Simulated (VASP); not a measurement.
# GaP: single point with LDA

GaP:

```
Ga P
1.0
     1.78907    1.03292    6.70757
    -1.78907    1.03292    6.70757
     0.00000   -2.06584    6.70757
Ga P
2 2
Cartesian
  0.0000 0.0000 8.7731
  0.0000 0.0000 11.3496
  0.0000 0.0000 1.1678
  0.0000 0.0000 18.9549
```

```json
{"Program": "VASP 6.6.1", "Task": "single point", "Functional": "LDA", "Potentials or basis": "VASP PAW LDA potentials, release 64 (Ga_d, P)", "Cutoff": "520 eV", "k mesh": "9 × 9 × 9", "Occupations": "gaussian, width 0.05 eV", "Spin": "no spin polarisation", "Dipole correction": "no", "Further INCAR settings": "ALGO = Normal; EDIFF = 1e-07; NBANDS = 26"}
```

```
Pressure               : 6.6 GPa
Largest force          : 1.238 eV/Å
Band gap on the k mesh : zero (filled and empty bands touch)
```

Forces on the atoms (eV/Å):
```
Ga   0.000  0.000  0.867
Ga   0.000  0.000 -0.867
P    0.000  0.000 -1.238
P    0.000  0.000  1.238
```

Stress tensor (GPa, compression positive):
```
 15.14   0.00   0.00
  0.00  15.14   0.00
  0.00   0.00 -10.47
```

Levels at points of the mesh, in eV from the Fermi level:
```csv
k point,band 15,band 16,band 17,band 18,band 19,band 20,band 21,band 22
"(0.00, 0.00, 0.00)",-1.37,-0.91,-0.02,-0.02,-0.02,2.27,3.56,4.09
```

Run time: 7.8 min on 1 thread of Intel Xeon 8259CL, with other jobs on the host, peak memory 0.35 GiB.

Caveat: the stress differs along the axes, from -10 to 15 GPa; semilocal functionals underestimate gaps, and a narrow one can read as zero; forces of over 1 eV/Å act on the atoms, so gaps and moduli don't describe the material at rest.
